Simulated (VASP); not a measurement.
Input of a VASP 6.6.1 run:

INCAR

```
SYSTEM = Ti4O5
  PREC = Accurate
  ENCUT = 520
  EDIFF = 1E-7
  ISMEAR = 0
  SIGMA = 0.15
  LREAL = .False.
  LASPH = .True.
  NELM = 80
  ALGO = Normal
  ISIF = 2
  LWAVE = .False.
  LCHARG = .False.
  GGA = PS
  NBANDS = 49
```

File KPOINTS:

```
regular mesh
0
Gamma
  12 12 12
  0 0 0
```

The input POSCAR:

```
Ti4O5
1.0
   -3.1083802568      3.1083802568      2.0615458146
    3.1083802568     -3.1083802568      2.0615458146
    3.1083802568      3.1083802568     -2.0615458146
Ti O
4 5
Direct
    0.6070478066      0.2153590663      0.8224068729
    0.2153590663      0.3929521934      0.6083112597
    0.7846409337      0.6070478066      0.3916887403
    0.3929521934      0.7846409337      0.1775931271
    0.9080872218      0.3075578076      0.2156450294
    0.3075578076      0.0919127782      0.3994705858
    0.6924421924      0.9080872218      0.6005294142
    0.0919127782      0.6924421924      0.7843549706
    0.5000000000      0.5000000000      0.0000000000
```

Potentials or basis: VASP PAW PBE potentials, release 64 (Ti_sv, O).

Launch:

```sh
$ cat potpaw_PBE.64/Ti_sv/POTCAR potpaw_PBE.64/O/POTCAR > POTCAR
$ mpirun -np 1 vasp_std > vasp.out
```

Problem. What does it give for the band gap on the k mesh?

Solution. Zero (bands 39 and 40 overlap by 1.35 eV).

Problem. Estimate the largest force.

Solution. 1.059 eV/Å.

Problem. Predict the pressure.

Solution. 35.1 GPa.

Forces in eV/Å, atoms in the order of the input:
```
Ti  -0.610  0.084  0.000
Ti  -0.084 -0.610  0.000
Ti   0.084  0.610  0.000
Ti   0.610 -0.084  0.000
O   -0.896  0.565  0.000
O   -0.565 -0.896  0.000
O    0.565  0.896  0.000
O    0.896 -0.565  0.000
O    0.000  0.000  0.000
```

Caveat: the cell differs from its parent crystal (strain -0.050 along x and y, +0.000 along z); the stress differs along the axes, from 11 to 47 GPa; the PAW data sets were made with another functional, which shifts forces and pressure a little; semilocal functionals often make such compounds metallic where correlation or magnetic order opens a gap, which also shifts bond lengths.
